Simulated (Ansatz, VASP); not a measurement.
# One calculation of In, two programs

INCAR

```
SYSTEM = In
  PREC = Accurate
  ENCUT = 600
  EDIFF = 1E-6
  ISMEAR = 0
  SIGMA = 0.1
  LREAL = .FALSE.
  LASPH = .TRUE.
  NELM = 100
  ALGO = Fast
  ISIF = 3
  LWAVE = .FALSE.
  LCHARG = .FALSE.
  GGA = PE
  IBRION = 2
  NSW = 100
  EDIFFG = -0.005
```

File KPOINTS:

```
regular mesh
0
G
  18 18 18
  0 0 0
```

POSCAR

```
In
1.0
   -1.6261500000      1.6261500000      2.4739500000
    1.6261500000     -1.6261500000      2.4739500000
    1.6261500000      1.6261500000     -2.4739500000
In
1
Direct
    0.0000000000      0.0000000000      0.0000000000
```

Input for Ansatz:

```yaml
crystal:
  lattice:
    - [-1.62615, 1.62615, 2.47395]
    - [1.62615, -1.62615, 2.47395]
    - [1.62615, 1.62615, -2.47395]
  atoms:
    - { symbol: In, position: [0.0, 0.0, 0.0] }
basis:
  ecutwfc: 420
kpoints:
  mp_grid: { grid: [18, 18, 18] }
hamiltonian:
  xc: pbe
scf:
  occupations: { method: gaussian, width: 0.1 }
output:
  forces: true
  stress: true
  eigenvalues: true
relax:
  adjacent_minimum: "off"
  f_tol: 0.005
  max_steps: 80
  cell: { stress_tol: 0.05 }
```

Alike in both runs: task relaxation of cell and atoms; functional PBE; k mesh 18 × 18 × 18; occupations gaussian, width 0.1 eV; no spin polarisation.

|  | VASP | Ansatz |
| --- | --- | --- |
| version | VASP 6.6.1 | Ansatz 0.2.0 |
| potentials or method | VASP PAW PBE potentials, release 64 (In_d), cutoff 600 eV | scalar-relativistic, plane waves, PAW |
| valence electrons in the cell | 13 | 13 |

|  | VASP | Ansatz | Ansatz less VASP |
| --- | --- | --- | --- |
| gap on the k mesh at the Fermi level, each at its own relaxed structure (eV) | none | none | - |
| relaxed volume (Å³/atom) | 27.48 | 27.49 | +0.015 |
| relaxed cell length with the largest relative difference (Å) | 3.388 | 3.387 | -0.0014 |

A gap of «none» marks a metal or a gap that the smearing closes.
